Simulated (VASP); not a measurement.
# Si (P-3m1) in VASP: single point with r2SCAN

Aim: the single point of Si with r2SCAN.

Everything below comes from runs of VASP 6.6.1. Logs are shortened: lines on timing, memory, paths and dates and some standing lists are left out, and cuts for length are marked.

### 1 The cell of the first run

The structure is trigonal, space group P-3m1 (No. 164). The conventional cell has a = 3.840 Å, b = 3.840 Å, c = 9.257 Å, α = 90.00°, β = 90.00°, γ = 120.00°. Si (site symmetry 3m) has 4 Si at 2.35 Å within 3.1 Å. Si (site symmetry 3m) has 4 Si at 2.35 Å within 3.1 Å. Si (site symmetry 3m) has 4 Si at 2.20 to 2.35 Å within 2.9 Å.

### 2 Single point, r2SCAN (the distance across one plane changed)

The input, POSCAR:

```
Si
1.0
    2.7154700000     -2.7154700000      0.0000000000
    2.7154700000      0.0000000000     -2.7154700000
    5.3443374596      5.3443374596      5.3443374596
Si
6
Direct
    0.6666666667      0.6666666667      0.5504102534
    1.0000000000      0.0000000000      0.2116754061
    0.3333333333      0.3333333333      0.8891451007
    0.6666666667      0.6666666667      0.8044613889
    1.0000000000      1.0000000000      0.4657265416
    0.3333333333      0.3333333333      0.1269916943
```

The input, INCAR.step1:

```
PREC = Accurate
ENCUT = 520
ISMEAR = 0
SIGMA = 0.05
LREAL = False
LASPH = True
NELM = 80
NBANDS = 21
GGA = PE
ALGO = Normal
EDIFF = 1E-4
LWAVE = True
LCHARG = False
```

The input, INCAR.step2:

```
PREC = Accurate
ENCUT = 520
EDIFF = 1E-7
ISMEAR = 0
SIGMA = 0.05
LREAL = False
LASPH = True
NELM = 80
ALGO = Normal
ISIF = 2
LWAVE = False
LCHARG = False
METAGGA = R2SCAN
LMIXTAU = True
NBANDS = 21
ISTART = 1
```

The input, KPOINTS:

```
regular mesh
0
Gamma
  8 8 3
```

Potentials or basis: VASP PAW PBE potentials, release 64 (Si).

On the command line:

```bash
$ cat potpaw_PBE.64/Si/POTCAR > POTCAR
$ cp INCAR.step1 INCAR
$ mpirun -np 1 vasp_std > vasp.out
$ cp INCAR.step2 INCAR
$ mpirun -np 1 vasp_std > vasp.out
```

OUTCAR:

```text
PREC = Accurate
   ENCUT = 520
   EDIFF = 1E-7
   ISMEAR = 0
   LREAL = False
   LASPH = True
   NELM = 80
   ISIF = 2
   METAGGA = R2SCAN
   ISTART = 1

 ion  position               nearest neighbor table
   1  0.667  0.667  0.550-   5 2.35   5 2.35   5 2.35   4 2.35
   2  0.000  0.000  0.212-   6 2.35   6 2.35   6 2.35   5 2.35
   3  0.333  0.333  0.889-   6 2.20   4 2.35   4 2.35   4 2.35
   4  0.667  0.667  0.804-   3 2.35   3 2.35   1 2.35   3 2.35
   5  0.000  0.000  0.466-   1 2.35   1 2.35   1 2.35   2 2.35
   6  0.333  0.333  0.127-   3 2.20   2 2.35   2 2.35   2 2.35

  LATTYP: Found a hexagonal cell.
 ALAT       =     3.8402545022
 C/A-ratio  =     2.4104298315

  Lattice vectors:

 A1 = (  -2.7154700000,   0.0000000000,   2.7154700000)
 A2 = (   2.7154700000,  -2.7154700000,   0.0000000000)
 A3 = (   5.3443374596,   5.3443374596,   5.3443374596)

Analysis of symmetry for initial positions (statically):
=====================================================================
 Subroutine PRICEL returns:
 Original cell was already a primitive cell.

 Routine SETGRP: Setting up the symmetry group for a
 hexagonal supercell.

 Subroutine GETGRP returns: Found 12 space group operations
 (whereof  6 operations were pure point group operations)
 out of a pool of 24 trial point group operations.

The static configuration has the point symmetry C_3v.
 The point group associated with its full space group is D_3d.

Analysis of symmetry for dynamics (positions and initial velocities):
=====================================================================
 Subroutine PRICEL returns:
 Original cell was already a primitive cell.

 Routine SETGRP: Setting up the symmetry group for a
 hexagonal supercell.

 Subroutine GETGRP returns: Found 12 space group operations
 (whereof  6 operations were pure point group operations)
 out of a pool of 24 trial point group operations.

The dynamic configuration has the point symmetry C_3v.
 The point group associated with its full space group is D_3d.

 Subroutine INISYM returns: Found 12 space group operations
 (whereof  6 operations are pure point group operations),
 and found     1 'primitive' translations

----------------------------------------------------------------------------------------

                                     Primitive cell

  volume of cell :     118.2239

  direct lattice vectors                    reciprocal lattice vectors
     2.715470000 -2.715470000  0.000000000     0.122753458 -0.245506917  0.122753458
     2.715470000  0.000000000 -2.715470000     0.122753458  0.122753458 -0.245506917
     5.344337460  5.344337460  5.344337460     0.062371311  0.062371311  0.062371311

  length of vectors
     3.840254502  3.840254502  9.256664013     0.300683337  0.300683337  0.108030279

  position of ions in fractional coordinates (direct lattice)
     0.666666667  0.666666667  0.550410253
     0.000000000  0.000000000  0.211675406
     0.333333333  0.333333333  0.889145101
     0.666666667  0.666666667  0.804461389
     0.000000000  0.000000000  0.465726542
     0.333333333  0.333333333  0.126991694

  ion indices of the primitive-cell ions
   primitive index   ion index
                 1           1
                 2           2
                 3           3
                 4           4
                 5           5
                 6           6

----------------------------------------------------------------------------------------

 KPOINTS: regular mesh

Automatic generation of k-mesh.
 Grid dimensions read from file:
 generate k-points for:    8    8    3

 Generating k-lattice:

  Cartesian coordinates                     Fractional coordinates (reciprocal lattice)
     0.015344182 -0.030688365  0.015344182     0.125000000  0.000000000  0.000000000
     0.015344182  0.015344182 -0.030688365     0.000000000  0.125000000  0.000000000
     0.020790437  0.020790437  0.020790437     0.000000000  0.000000000  0.333333333

  Length of vectors
     0.037585417  0.037585417  0.036010093

  Shift w.r.t. Gamma in fractional coordinates (k-lattice)
     0.000000000  0.000000000  0.000000000

 Subroutine IBZKPT returns following result:
 ===========================================

 Found     25 irreducible k-points:

 Following reciprocal coordinates:
            Coordinates               Weight
  0.000000  0.000000  0.000000      1.000000
  0.125000  0.000000  0.000000      6.000000
  0.250000  0.000000  0.000000      6.000000
  0.375000  0.000000  0.000000      6.000000
  0.500000  0.000000  0.000000      3.000000
  0.250000  0.125000  0.000000      6.000000
[... 16 lines left out ...]
  0.375000  0.500000  0.333333     12.000000
  0.500000  0.250000  0.333333     12.000000
   k-points           NKPTS =     25   k-points in BZ     NKDIM =     25   number of bands    NBANDS=     21
   number of dos      NEDOS =    301   number of ions     NIONS =      6
   total plane-waves  NPLWV =  63000
   dimension x,y,z NGX =    30 NGY =   30 NGZ =   70
   dimension x,y,z NGXF=    60 NGYF=   60 NGZF=  140
   ions per type =               6
   NGX,Y,Z   is equivalent  to a cutoff of  12.99, 12.99, 12.57 a.u.
   NGXF,Y,Z  is equivalent  to a cutoff of  25.97, 25.97, 25.14 a.u.
 SYSTEM =  unknown system
   PREC   = accura    normal or accurate (medium, high low for compatibility)
   ISTART =      1    job   : 0-new  1-cont  2-samecut
   ICHARG =      0    charge: 1-file 2-atom 10-const
   ISPIN  =      1    spin polarized calculation?
   LNONCOLLINEAR =      F non collinear calculations
   LSORBIT =      F    spin-orbit coupling
   LASPH  =      T    aspherical Exc in radial PAW
   ENCUT  =  520.0 eV  38.22 Ry    6.18 a.u.   7.14  7.14 17.21*2*pi/ulx,y,z
   NELM   =     80;   NELMIN=  2; NELMDL=  0     # of ELM steps
   EDIFF  = 0.1E-06   stopping-criterion for ELM
   LREAL  =      F    real-space projection
   EDIFFG = 0.1E-05   stopping-criterion for IOM
   NSW    =      0    number of steps for IOM
   IBRION =     -1    ionic relax: 0-MD 1-quasi-New 2-CG
   NFREE  =      0    steps in history (QN), initial steepest desc. (CG)
   ISIF   =      2    stress and relaxation
   ISYM   =      2    0-nonsym 1-usesym 2-fastsym
   POTIM  = 0.5000    time-step for ionic-motion
   TEBEG  =    0.0;   TEEND  =   0.0 temperature during run
   PSTRESS=    0.0 pullay stress
   NELECT =      24.0000    total number of electrons
   NUPDOWN=      -1.0000    fix difference up-down
   EMIN   =  10.00;   EMAX   =-10.00  energy-range for DOS
   EFERMI =   0.00;   METHOD = LEGACY
   ISMEAR =     0;   SIGMA  =   0.05  broadening in eV -4-tet -1-fermi 0-gaus
   EFERMI_NEDOS =   21; number of points for ismear=-14 and -15
   IALGO  =     38    algorithm
   IMIX   =      4    mixing-type and parameters
     AMIX     =   0.40;   BMIX     =  1.00
     AMIX_MAG =   1.60;   BMIX_MAG =  1.00
  volume/ion in A,a.u.               =      19.70       132.97
  Fermi-wavevector in a.u.,A,eV,Ry     =   0.962152  1.818203 12.595400  0.925736
  Thomas-Fermi vector in A             =   2.091586
   LORBIT       =      0    0 simple, 1 ext, 2 COOP (PROOUT), +10 PAW based schemes
   METAGGA = R2SCAN    functional components
   LHFCALC =     F    Hartree Fock is set to
   AEXX    =    0.0000 exact exchange contribution
   IVDW    =     0    specifies the selected vdW correction
   LEPSILON=     F    determine dielectric tensor
   LRPA    =     F    only Hartree local field effects (RPA)
 non-spin polarized calculation
 Gauss-broadening in eV      SIGMA  =   0.05
  energy-cutoff  :      520.00
  volume of cell :      118.22
 maximum number of plane-waves:      3200
 NGX is ok and might be reduce to    30
   NGX = 15   NGY = 15   NGZ = 35

 number of electron      24.0000001 magnetization

 Free energy of the ion-electron system (eV)
  ---------------------------------------------------
  ext. energy  EPLUGINS =         0.00000000
  ---------------------------------------------------
  free energy    TOTEN  =       -52.51655158 eV

  energy without entropy =      -52.51655158  energy(sigma->0) =      -52.51655158

 E-fermi :   6.1541     XC(G=0):  -9.9172

 val. band max:        5.9230713028   @ k =   0.0000   0.0000   0.0000
 cond. band min:       6.7352983680   @ k =   0.5000   0.0000   0.0000
 fundamental gap:      0.8122270652
 Fermi energy:         6.1540543361

 k-point     1 :       0.0000    0.0000    0.0000
  band No.  band energies     occupation
      1      -6.7655      2.00000
      2      -5.3030      2.00000
      3      -5.1176      2.00000
      4       0.1701      2.00000
      5       0.4483      2.00000
      6       4.6701      2.00000
[... 13 lines left out ...]
     20       9.6738      0.00000
     21       9.6738      0.00000

 k-point     2 :       0.1250    0.0000    0.0000
  band No.  band energies     occupation
      1      -6.5751      2.00000
      2      -5.1179      2.00000
      3      -4.9314      2.00000
      4       0.2163      2.00000
      5       0.5041      2.00000
      6       3.3056      2.00000
[... 13 lines left out ...]
     20      10.0085      0.00000
     21      10.6819      0.00000

 k-point     3 :       0.2500    0.0000    0.0000
  band No.  band energies     occupation
      1      -6.0152      2.00000
      2      -4.5870      2.00000
      3      -4.3887      2.00000
      4      -0.0060      2.00000
      5       0.2842      2.00000
      6       1.9273      2.00000
[... 13 lines left out ...]
     20      11.4463      0.00000
     21      11.8150      0.00000

 k-point     4 :       0.3750    0.0000    0.0000
  band No.  band energies     occupation
      1      -5.1382      2.00000
      2      -3.9305      2.00000
      3      -3.5159      2.00000
      4      -1.0593      2.00000
      5      -0.8446      2.00000
      6       0.4034      2.00000
[... 13 lines left out ...]
     20      11.1839      0.00000
     21      11.9878      0.00000

 k-point     5 :       0.5000    0.0000    0.0000
  band No.  band energies     occupation
      1      -4.2688      2.00000
      2      -4.0158      2.00000
      3      -2.3733      2.00000
      4      -2.2498      2.00000
      5      -1.0223      2.00000
      6      -0.9616      2.00000
[... 13 lines left out ...]
     20      10.9255      0.00000
     21      13.0367      0.00000

 k-point     6 :       0.2500    0.1250    0.0000
  band No.  band energies     occupation
      1      -6.1995      2.00000
      2      -4.7564      2.00000
      3      -4.5679      2.00000
      4       0.1551      2.00000
      5       0.4543      2.00000
      6       2.4623      2.00000
[... 13 lines left out ...]
     20      10.6938      0.00000
     21      10.8106      0.00000

 k-point     7 :       0.3750    0.1250    0.0000
  band No.  band energies     occupation
      1      -5.4749      2.00000
      2      -4.1016      2.00000
      3      -3.8816      2.00000
      4      -0.5588      2.00000
      5      -0.2937      2.00000
      6       1.3156      2.00000
[... 13 lines left out ...]
     20      11.2070      0.00000
     21      11.9441      0.00000
[... 291 lines left out ...]
      1      -5.3355      2.00000
      2      -4.7346      2.00000
      3      -3.1246      2.00000
      4      -1.2672      2.00000
      5       0.5711      2.00000
      6       0.7087      2.00000
[... 13 lines left out ...]
     20      11.8916      0.00000
     21      12.1431      0.00000

 k-point    21 :       0.2500    0.3750    0.3333
  band No.  band energies     occupation
      1      -5.3117      2.00000
      2      -4.7916      2.00000
      3      -3.0100      2.00000
      4      -1.3992      2.00000
      5       0.0664      2.00000
      6       1.3829      2.00000
[... 13 lines left out ...]
     20      11.2047      0.00000
     21      11.4264      0.00000

 k-point    22 :       0.5000    0.1250    0.3333
  band No.  band energies     occupation
      1      -4.4702      2.00000
      2      -3.7009      2.00000
      3      -3.1360      2.00000
      4      -1.2653      2.00000
      5      -0.9198      2.00000
      6      -0.6571      2.00000
[... 13 lines left out ...]
     20      11.5987      0.00000
     21      13.4253      0.00000

 k-point    23 :       0.3750    0.5000    0.3333
  band No.  band energies     occupation
      1      -4.3473      2.00000
      2      -4.0663      2.00000
      3      -2.4635      2.00000
      4      -1.9547      2.00000
      5      -1.2084      2.00000
      6      -0.0598      2.00000
[... 13 lines left out ...]
     20      11.1327      0.00000
     21      13.6694      0.00000

 k-point    24 :       0.5000    0.2500    0.3333
  band No.  band energies     occupation
      1      -4.5020      2.00000
      2      -3.9880      2.00000
      3      -2.5417      2.00000
      4      -1.7597      2.00000
      5      -0.6709      2.00000
      6      -0.1340      2.00000
[... 13 lines left out ...]
     20      11.3934      0.00000
     21      11.7243      0.00000

 [... further k-points ...]

------------------------ aborting loop because EDIFF is reached ----------------------------------------

  FORCE on cell =-STRESS in cart. coord.  units (eV):
  Direction    XX          YY          ZZ          XY          YZ          ZX
  --------------------------------------------------------------------------------------
  -------------------------------------------------------------------------------------
  Total        1.8454901      1.8454901      1.8454901      1.3644470      1.3644470      1.3644470
  in kB       25.0101991     25.0101991     25.0101991     18.4910731     18.4910731     18.4910731
  external PRESSURE =      25.0101991 kB  Pullay stress =       0.0000000 kB

 VOLUME and BASIS-vectors are now :
 -----------------------------------------------------------------------------
  energy-cutoff  :      520.00
  volume of cell :      118.22
      direct lattice vectors                 reciprocal lattice vectors
     2.715470000 -2.715470000  0.000000000     0.122753458 -0.245506917  0.122753458
     2.715470000  0.000000000 -2.715470000     0.122753458  0.122753458 -0.245506917
     5.344337460  5.344337460  5.344337460     0.062371311  0.062371311  0.062371311

 POSITION                                       TOTAL-FORCE (eV/Angst)
 -----------------------------------------------------------------------------------
      6.56220      1.13126      1.13126         0.001045      0.001045      0.001045
      1.13126      1.13126      1.13126         0.088156      0.088156      0.088156
      6.56220      3.84673      3.84673        -0.963953     -0.963953     -0.963953
      7.91994      2.48900      2.48900        -0.088156     -0.088156     -0.088156
      2.48900      2.48900      2.48900        -0.001045     -0.001045     -0.001045
      2.48900     -0.22647     -0.22647         0.963953      0.963953      0.963953
 -----------------------------------------------------------------------------------
    total drift:                                0.000107      0.000107      0.000107

  FREE ENERGIE OF THE ION-ELECTRON SYSTEM (eV)
  ---------------------------------------------------
  free  energy   TOTEN  =       -52.5165515842 eV

  energy  without entropy=      -52.5165515842  energy(sigma->0) =      -52.51655158
```

Wall time 8.2 min (1 thread of Intel Xeon 8259CL, shared host); peak memory 0.22 GiB.

What came out:

```yaml
Free_energy: -52.5166 eV
Pressure: 2.5 GPa
Largest_force: 1.670 eV/Å
Band_gap_on_the_k_mesh: 0.81 eV
```

Forces in eV/Å, atoms in the order of the input:
```
Si   0.001  0.001  0.001
Si   0.088  0.088  0.088
Si  -0.964 -0.964 -0.964
Si  -0.088 -0.088 -0.088
Si  -0.001 -0.001 -0.001
Si   0.964  0.964  0.964
```

Caveat: the cell differs from its parent crystal (the distance across one plane changed); the PAW data sets were made with another functional, which shifts forces and pressure a little. A k mesh can miss the band edges.
